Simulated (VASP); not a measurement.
# TePb (Fm-3m) in VASP: settings compared

The runs below take TePb through single point, with b88 exchange, pbe correlation.

Everything below comes from runs of VASP 6.6.1. Logs are shortened: lines on timing, memory, paths and dates and some standing lists are left out, and cuts for length are marked.

### 1 The cell of the first run

It takes space group Fm-3m (No. 225, cubic). The conventional cell has a = 6.462 Å, b = 6.462 Å, c = 6.462 Å, α = 90.00°, β = 90.00°, γ = 90.00°. Within 4.3 Å of Pb (site symmetry m-3m) lie 6 Te at 3.23 Å. Te (site symmetry m-3m) has 6 Pb at 3.23 Å within 4.3 Å.

### 2 Single point, b88 exchange, pbe correlation

Input file INCAR:

```
SYSTEM = TePb
ALGO = Normal
EDIFF = 1E-6
ENCUT = 500
GGA = LIBXC
GGA_COMPAT = .FALSE.
ISIF = 2
ISMEAR = -1
LASPH = .TRUE.
LCHARG = .FALSE.
LIBXC1 = GGA_X_B88
LIBXC2 = GGA_C_PBE
LREAL = .FALSE.
LWAVE = .FALSE.
NBANDS = 17
NELM = 120
PREC = Accurate
SIGMA = 0.05
```

Input file KPOINTS:

```
k-points
0
G
  7 7 7
  0 0 0
```

Input file POSCAR:

```
TePb
1.0
    0.0000000000      3.2310000000      3.2310000000
    3.2310000000      0.0000000000      3.2310000000
    3.2310000000      3.2310000000      0.0000000000
Pb Te
1 1
Direct
    0.0000000000      0.0000000000      0.0000000000
    0.5000000000      0.5000000000      0.5000000000
```

Potentials or basis: VASP PAW PBE potentials, release 64 (Pb_d, Te).

Run with:

```
$ cat potpaw_PBE.64/Pb_d/POTCAR potpaw_PBE.64/Te/POTCAR > POTCAR
$ mpirun -np 1 vasp_std > vasp.out
```

OUTCAR:

```text
SYSTEM = TePb
   EDIFF = 1E-6
   ENCUT = 500
   GGA = LIBXC
   ISIF = 2
   ISMEAR = -1
   LASPH = .TRUE.
   LREAL = .FALSE.
   NELM = 120
   PREC = Accurate

 ion  position               nearest neighbor table
   1  0.000  0.000  0.000-   2 3.23   2 3.23   2 3.23   2 3.23   2 3.23   2 3.23
   2  0.500  0.500  0.500-   1 3.23   1 3.23   1 3.23   1 3.23   1 3.23   1 3.23

  LATTYP: Found a face centered cubic cell.
 ALAT       =     6.4620000000

  Lattice vectors:

 A1 = (   0.0000000000,   3.2310000000,   3.2310000000)
 A2 = (   3.2310000000,   0.0000000000,   3.2310000000)
 A3 = (   3.2310000000,   3.2310000000,   0.0000000000)

Analysis of symmetry for initial positions (statically):
=====================================================================
 Subroutine PRICEL returns:
 Original cell was already a primitive cell.

 Routine SETGRP: Setting up the symmetry group for a
 face centered cubic supercell.

 Subroutine GETGRP returns: Found 48 space group operations
 (whereof 48 operations were pure point group operations)
 out of a pool of 48 trial point group operations.

The static configuration has the point symmetry O_h .

Analysis of symmetry for dynamics (positions and initial velocities):
=====================================================================
 Subroutine PRICEL returns:
 Original cell was already a primitive cell.

 Routine SETGRP: Setting up the symmetry group for a
 face centered cubic supercell.

 Subroutine GETGRP returns: Found 48 space group operations
 (whereof 48 operations were pure point group operations)
 out of a pool of 48 trial point group operations.

The dynamic configuration has the point symmetry O_h .

 Subroutine INISYM returns: Found 48 space group operations
 (whereof 48 operations are pure point group operations),
 and found     1 'primitive' translations

----------------------------------------------------------------------------------------

                                     Primitive cell

  volume of cell :      67.4592

  direct lattice vectors                    reciprocal lattice vectors
     0.000000000  3.231000000  3.231000000    -0.154750851  0.154750851  0.154750851
     3.231000000  0.000000000  3.231000000     0.154750851 -0.154750851  0.154750851
     3.231000000  3.231000000  0.000000000     0.154750851  0.154750851 -0.154750851

  length of vectors
     4.569324020  4.569324020  4.569324020     0.268036337  0.268036337  0.268036337

  position of ions in fractional coordinates (direct lattice)
     0.000000000  0.000000000  0.000000000
     0.500000000  0.500000000  0.500000000

  ion indices of the primitive-cell ions
   primitive index   ion index
                 1           1
                 2           2

----------------------------------------------------------------------------------------

 KPOINTS: k-points

Automatic generation of k-mesh.
 Grid dimensions read from file:
 generate k-points for:    7    7    7

 Generating k-lattice:

  Cartesian coordinates                     Fractional coordinates (reciprocal lattice)
    -0.022107264  0.022107264  0.022107264     0.142857143  0.000000000  0.000000000
     0.022107264 -0.022107264  0.022107264     0.000000000  0.142857143  0.000000000
     0.022107264  0.022107264 -0.022107264     0.000000000  0.000000000  0.142857143

  Length of vectors
     0.038290905  0.038290905  0.038290905

  Shift w.r.t. Gamma in fractional coordinates (k-lattice)
     0.000000000  0.000000000  0.000000000

 Subroutine IBZKPT returns following result:
 ===========================================

 Found     20 irreducible k-points:

 Following reciprocal coordinates:
            Coordinates               Weight
  0.000000  0.000000  0.000000      1.000000
  0.142857  0.000000  0.000000      8.000000
  0.285714  0.000000  0.000000      8.000000
  0.428571  0.000000  0.000000      8.000000
  0.142857  0.142857  0.000000      6.000000
  0.285714  0.142857  0.000000     24.000000
[... 12 lines left out ...]
 -0.428571  0.428571  0.142857     24.000000
 -0.285714  0.428571  0.142857     24.000000
   k-points           NKPTS =     20   k-points in BZ     NKDIM =     20   number of bands    NBANDS=     17
   number of dos      NEDOS =    301   number of ions     NIONS =      2
   total plane-waves  NPLWV =  46656
   dimension x,y,z NGX =    36 NGY =   36 NGZ =   36
   dimension x,y,z NGXF=    72 NGYF=   72 NGZF=   72
   ions per type =               1   1
   NGX,Y,Z   is equivalent  to a cutoff of  13.10, 13.10, 13.10 a.u.
   NGXF,Y,Z  is equivalent  to a cutoff of  26.20, 26.20, 26.20 a.u.
 SYSTEM =  TePb
   PREC   = accura    normal or accurate (medium, high low for compatibility)
   ISTART =      0    job   : 0-new  1-cont  2-samecut
   ICHARG =      2    charge: 1-file 2-atom 10-const
   ISPIN  =      1    spin polarized calculation?
   LNONCOLLINEAR =      F non collinear calculations
   LSORBIT =      F    spin-orbit coupling
   LASPH  =      T    aspherical Exc in radial PAW
   ENCUT  =  500.0 eV  36.75 Ry    6.06 a.u.   8.33  8.33  8.33*2*pi/ulx,y,z
   NELM   =    120;   NELMIN=  2; NELMDL= -5     # of ELM steps
   EDIFF  = 0.1E-05   stopping-criterion for ELM
   LREAL  =      F    real-space projection
   EDIFFG = 0.1E-04   stopping-criterion for IOM
   NSW    =      0    number of steps for IOM
   IBRION =     -1    ionic relax: 0-MD 1-quasi-New 2-CG
   NFREE  =      0    steps in history (QN), initial steepest desc. (CG)
   ISIF   =      2    stress and relaxation
   ISYM   =      2    0-nonsym 1-usesym 2-fastsym
   POTIM  = 0.5000    time-step for ionic-motion
   TEBEG  =    0.0;   TEEND  =   0.0 temperature during run
   PSTRESS=    0.0 pullay stress
   NELECT =      20.0000    total number of electrons
   NUPDOWN=      -1.0000    fix difference up-down
   EMIN   =  10.00;   EMAX   =-10.00  energy-range for DOS
   EFERMI =   0.00;   METHOD = LEGACY
   ISMEAR =    -1;   SIGMA  =   0.05  broadening in eV -4-tet -1-fermi 0-gaus
   EFERMI_NEDOS =   21; number of points for ismear=-14 and -15
   IALGO  =     38    algorithm
   IMIX   =      4    mixing-type and parameters
     AMIX     =   0.40;   BMIX     =  1.00
     AMIX_MAG =   1.60;   BMIX_MAG =  1.00
  volume/ion in A,a.u.               =      33.73       227.62
  Fermi-wavevector in a.u.,A,eV,Ry     =   1.091619  2.062861 16.213147  1.191633
  Thomas-Fermi vector in A             =   2.227868
   LORBIT       =      0    0 simple, 1 ext, 2 COOP (PROOUT), +10 PAW based schemes
   GGA     = LIBXC    functional components
   LHFCALC =     F    Hartree Fock is set to
   AEXX    =    0.0000 exact exchange contribution
   IVDW    =     0    specifies the selected vdW correction
   LEPSILON=     F    determine dielectric tensor
   LRPA    =     F    only Hartree local field effects (RPA)
 non-spin polarized calculation
  energy-cutoff  :      500.00
  volume of cell :       67.46
 maximum number of plane-waves:      1735
 NGX is ok and might be reduce to    36
   NGX = 17   NGY = 17   NGZ = 17

 number of electron      20.0000003 magnetization

 Free energy of the ion-electron system (eV)
  ---------------------------------------------------
  ext. energy  EPLUGINS =         0.00000000
  ---------------------------------------------------
  free energy    TOTEN  =        -7.26148102 eV

  energy without entropy =       -7.26147866  energy(sigma->0) =       -7.26147984

 E-fermi :   5.9737     XC(G=0):  -9.3334

 val. band max:        5.4586364325   @ k =   0.4286   0.0000   0.0000
 cond. band min:       6.4753509754   @ k =   0.4286   0.0000   0.0000
 fundamental gap:      1.0167145429
 Fermi energy:         5.9736850083

 k-point     1 :       0.0000    0.0000    0.0000
  band No.  band energies     occupation
      1     -11.1563      2.00000
      2     -11.1563      2.00000
      3     -11.1467      2.00000
      4     -11.1467      2.00000
      5     -11.1467      2.00000
      6      -6.4583      2.00000
[... 9 lines left out ...]
     16      11.3835      0.00000
     17      12.9554      0.00000

 k-point     2 :       0.1429    0.0000    0.0000
  band No.  band energies     occupation
      1     -11.1587      2.00000
      2     -11.1587      2.00000
      3     -11.1462      2.00000
      4     -11.1439      2.00000
      5     -11.1439      2.00000
      6      -6.2842      2.00000
[... 9 lines left out ...]
     16      11.7612      0.00000
     17      14.2435      0.00000

 k-point     3 :       0.2857    0.0000    0.0000
  band No.  band energies     occupation
      1     -11.1651      2.00000
      2     -11.1651      2.00000
      3     -11.1451      2.00000
      4     -11.1365      2.00000
      5     -11.1365      2.00000
      6      -5.7920      2.00000
[... 9 lines left out ...]
     16      12.7826      0.00000
     17      16.3505      0.00000

 k-point     4 :       0.4286    0.0000    0.0000
  band No.  band energies     occupation
      1     -11.1704      2.00000
      2     -11.1704      2.00000
      3     -11.1444      2.00000
      4     -11.1303      2.00000
      5     -11.1303      2.00000
      6      -5.1657      2.00000
[... 9 lines left out ...]
     16      14.2893      0.00000
     17      15.5818      0.00000
[... 263 lines left out ...]
      1     -11.1879      2.00000
      2     -11.1619      2.00000
      3     -11.1421      2.00000
      4     -11.1342      2.00000
      5     -11.1265      2.00000
      6      -4.8914      2.00000
[... 9 lines left out ...]
     16      14.9727      0.00000
     17      15.9747      0.00000

 k-point    19 :      -0.4286    0.4286    0.1429
  band No.  band energies     occupation
      1     -11.2047      2.00000
      2     -11.1528      2.00000
      3     -11.1498      2.00000
      4     -11.1283      2.00000
      5     -11.1222      2.00000
      6      -4.7891      2.00000
[... 9 lines left out ...]
     16      15.7591      0.00000
     17      16.5347      0.00000

 k-point    20 :      -0.2857    0.4286    0.1429
  band No.  band energies     occupation
      1     -11.1984      2.00000
      2     -11.1582      2.00000
      3     -11.1423      2.00000
      4     -11.1352      2.00000
      5     -11.1223      2.00000
      6      -4.6588      2.00000
[... 9 lines left out ...]
     16      15.8912      0.00000
     17      16.3602      0.00000

------------------------ aborting loop because EDIFF is reached ----------------------------------------

  FORCE on cell =-STRESS in cart. coord.  units (eV):
  Direction    XX          YY          ZZ          XY          YZ          ZX
  --------------------------------------------------------------------------------------
  -------------------------------------------------------------------------------------
  Total        0.7895598      0.7895598      0.7895598      0.0000000      0.0000000      0.0000000
  in kB       18.7523077     18.7523077     18.7523077      0.0000000      0.0000000      0.0000000
  external PRESSURE =      18.7523077 kB  Pullay stress =       0.0000000 kB

 VOLUME and BASIS-vectors are now :
 -----------------------------------------------------------------------------
  energy-cutoff  :      500.00
  volume of cell :       67.46
      direct lattice vectors                 reciprocal lattice vectors
     0.000000000  3.231000000  3.231000000    -0.154750851  0.154750851  0.154750851
     3.231000000  0.000000000  3.231000000     0.154750851 -0.154750851  0.154750851
     3.231000000  3.231000000  0.000000000     0.154750851  0.154750851 -0.154750851

 POSITION                                       TOTAL-FORCE (eV/Angst)
 -----------------------------------------------------------------------------------
      0.00000      0.00000      0.00000        -0.000000      0.000000      0.000000
      3.23100      3.23100      3.23100         0.000000     -0.000000     -0.000000
 -----------------------------------------------------------------------------------
    total drift:                               -0.000000      0.000000      0.000000

  FREE ENERGIE OF THE ION-ELECTRON SYSTEM (eV)
  ---------------------------------------------------
  free  energy   TOTEN  =        -7.2614810209 eV

  energy  without entropy=       -7.2614786595  energy(sigma->0) =       -7.26147984
```

Wall time 17 s (1 thread of Intel Xeon Platinum 8375C at 2.90GHz (Ice Lake), shared host); peak memory 0.21 GiB.

Results:

| Quantity | Value |
| --- | --- |
| Free energy | -7.2615 eV |
| Pressure | 1.9 GPa |

Caveat: this odd mesh misses L, so gap, dielectric constants and Born charges aren't listed; the PAW data sets were made with another functional, which shifts forces and pressure a little; spin-orbit coupling is left out, which moves the levels of the heavy elements.

### 3 Single point, b88 exchange, pbe correlation

This run uses another cell than the first one, of 34.40 Å³/atom.

Input file INCAR:

```
PREC = Accurate
ENCUT = 500
EDIFF = 1E-6
ISMEAR = -1
SIGMA = 0.05
LREAL = False
LASPH = True
NELM = 120
ALGO = Normal
ISIF = 2
LWAVE = False
LCHARG = True
GGA = LIBXC
LIBXC1 = GGA_X_B88
LIBXC2 = GGA_C_PBE
LELF = True
LVHAR = True
NBANDS = 17
GGA_COMPAT = False
```

Input file KPOINTS:

```
Automatic mesh
0
Gamma
  7 7 7
```

Input file POSCAR:

```
TePb
1.0
    0.0000000000      3.2523979746      3.2523979746
    3.2523979746      0.0000000000      3.2523979746
    3.2523979746      3.2523979746      0.0000000000
Pb Te
1 1
Direct
    0.0000000000      0.0000000000      0.0000000000
    0.5000000000      0.5000000000      0.5000000000
```

Potentials or basis: VASP PAW PBE potentials, release 64 (Pb_d, Te).

Run with:

```
$ cat potpaw_PBE.64/Pb_d/POTCAR potpaw_PBE.64/Te/POTCAR > POTCAR
$ mpirun -np 1 vasp_std > vasp.out
```

It took 18 s on 1 thread of Intel Xeon Platinum 8375C at 2.90GHz (Ice Lake), shared host; peak memory 0.2 GiB.

The run converged. Its results:

```yaml
Free_energy: -7.2739 eV
Pressure: 1.0 GPa
```

Levels at points of the mesh, in eV from the Fermi level:
| k point | band 7 | band 8 | band 9 | band 10 | band 11 | band 12 | band 13 | band 14 |
| --- | --- | --- | --- | --- | --- | --- | --- | --- |
| (0.00, 0.00, 0.00) | -6.10 | -1.69 | -1.69 | -1.69 | 3.63 | 3.63 | 3.63 | 5.44 |

Caveat: this odd mesh misses L, so gap, dielectric constants and Born charges aren't listed; the PAW data sets were made with another functional, which shifts forces and pressure a little; spin-orbit coupling is left out, which moves the levels of the heavy elements.

### 4 Single point, b88 exchange, pbe correlation

This run uses another cell than the first one, of 35.08 Å³/atom.

Input file INCAR:

```
SYSTEM = TePb
PREC     = Accurate       ! precision mode
ENCUT    = 500            ! plane-wave cutoff, eV
EDIFF    = 1E-6           ! SCF threshold, eV
ISMEAR   = -1             ! smearing method
SIGMA    = 0.05           ! smearing width, eV
LREAL    = .FALSE.        ! projectors in reciprocal space
LASPH    = .TRUE.         ! aspherical terms in the spheres
NELM     = 120            ! most SCF steps
ALGO     = Normal         ! electronic algorithm
ISIF     = 2              ! what is computed and relaxed
LWAVE    = .FALSE.        ! write WAVECAR
LCHARG   = .FALSE.        ! write CHGCAR
GGA      = LIBXC          ! functional
LIBXC1   = GGA_X_B88    
LIBXC2   = GGA_C_PBE    
NBANDS   = 17             ! bands
GGA_COMPAT= .FALSE.
```

Input file KPOINTS:

```
Automatic mesh
0
G
  7 7 7
  0 0 0
```

Input file POSCAR:

```
TePb
1.0
    0.0000000000      3.2735180337      3.2735180337
    3.2735180337      0.0000000000      3.2735180337
    3.2735180337      3.2735180337      0.0000000000
Pb Te
1 1
Direct
    0.0000000000      0.0000000000      0.0000000000
    0.5000000000      0.5000000000      0.5000000000
```

Potentials or basis: VASP PAW PBE potentials, release 64 (Pb_d, Te).

Run with:

```
$ cat potpaw_PBE.64/Pb_d/POTCAR potpaw_PBE.64/Te/POTCAR > POTCAR
$ mpirun -np 1 vasp_std > vasp.out
```

OUTCAR:

```text
SYSTEM = TePb
   PREC = Accurate
   ENCUT = 500
   EDIFF = 1E-6
   ISMEAR = -1
   LREAL = .FALSE.
   LASPH = .TRUE.
   NELM = 120
   ISIF = 2
   GGA = LIBXC

 ion  position               nearest neighbor table
   1  0.000  0.000  0.000-   2 3.27   2 3.27   2 3.27   2 3.27   2 3.27   2 3.27
   2  0.500  0.500  0.500-   1 3.27   1 3.27   1 3.27   1 3.27   1 3.27   1 3.27

  LATTYP: Found a face centered cubic cell.
 ALAT       =     6.5470360674

  Lattice vectors:

[... 581 lines left out ...]

  FORCE on cell =-STRESS in cart. coord.  units (eV):
  Direction    XX          YY          ZZ          XY          YZ          ZX
  --------------------------------------------------------------------------------------
  -------------------------------------------------------------------------------------
  Total        0.0723250      0.0723250      0.0723250      0.0000000      0.0000000      0.0000000
  in kB        1.6516766      1.6516766      1.6516766      0.0000000      0.0000000      0.0000000
  external PRESSURE =       1.6516766 kB  Pullay stress =       0.0000000 kB

 VOLUME and BASIS-vectors are now :
 -----------------------------------------------------------------------------
  energy-cutoff  :      500.00
  volume of cell :       70.16
      direct lattice vectors                 reciprocal lattice vectors
     0.000000000  3.273518034  3.273518034    -0.152740872  0.152740872  0.152740872
     3.273518034  0.000000000  3.273518034     0.152740872 -0.152740872  0.152740872
     3.273518034  3.273518034  0.000000000     0.152740872  0.152740872 -0.152740872

 POSITION                                       TOTAL-FORCE (eV/Angst)
 -----------------------------------------------------------------------------------
      0.00000      0.00000      0.00000        -0.000000      0.000000     -0.000000
      3.27352      3.27352      3.27352         0.000000     -0.000000      0.000000
 -----------------------------------------------------------------------------------
    total drift:                               -0.000000      0.000000      0.000000

  FREE ENERGIE OF THE ION-ELECTRON SYSTEM (eV)
  ---------------------------------------------------
  free  energy   TOTEN  =        -7.2791375401 eV

  energy  without entropy=       -7.2791359630  energy(sigma->0) =       -7.27913675
```

stdout:

```text
POSCAR found type information on POSCAR PbTe
 POSCAR found :  2 types and       2 ions
 scaLAPACK will be used
 -----------------------------------------------------------------------------
|                                                                             |
|                                                                             |
|     You enforced a specific xc type in the INCAR file but a different       |
|     I HOPE YOU KNOW WHAT YOU ARE DOING!                                     |
|                                                                             |
 -----------------------------------------------------------------------------

 LDA part: xc-table for (None,None), standard interpolation
 POSCAR, INCAR and KPOINTS ok, starting setup
 FFT: planning ... GRIDC
 FFT: planning ... GRID_SOFT
 FFT: planning ... GRID
 WAVECAR not read
 entering main loop
```

Wall time 17 s (1 thread of Intel Xeon Platinum 8375C at 2.90GHz (Ice Lake), shared host); peak memory 0.21 GiB.

What came out:

```yaml
Free_energy: -7.2791 eV
Pressure: 0.2 GPa
```

Levels at points of the mesh, in eV from the Fermi level:
| k point | band 6 | band 7 | band 8 | band 9 | band 10 | band 11 | band 12 | band 13 | band 14 | band 15 |
| --- | --- | --- | --- | --- | --- | --- | --- | --- | --- | --- |
| (0.00, 0.00, 0.00) | -12.15 | -6.16 | -1.64 | -1.64 | -1.64 | 3.58 | 3.58 | 3.58 | 5.46 | 5.46 |

Caveat: this odd mesh misses L, so gap, dielectric constants and Born charges aren't listed; the PAW data sets were made with another functional, which shifts forces and pressure a little; spin-orbit coupling is left out, which moves the levels of the heavy elements.

### 5 Overview

```tsv
cell	pressure (GPa)
a = 4.569 Å, angles 60.0°, 2 atoms	1.9
a = 4.600 Å, angles 60.0°, 2 atoms	1.0
a = 4.629 Å, angles 60.0°, 2 atoms	0.2
```

Alike in all rows: task single point; level b88 exchange, pbe correlation; potentials or basis VASP PAW PBE potentials, release 64 (Pb_d, Te); no spin polarisation; k mesh 7 × 7 × 7; cutoff (eV) 500; smearing fermi-dirac 0.05 eV.

Caveats: the PAW data sets were made with another functional, which shifts forces and pressure a little; spin-orbit coupling is left out, which moves the levels of the heavy elements.

Absolute energies hang on the potentials; compare differences alone.
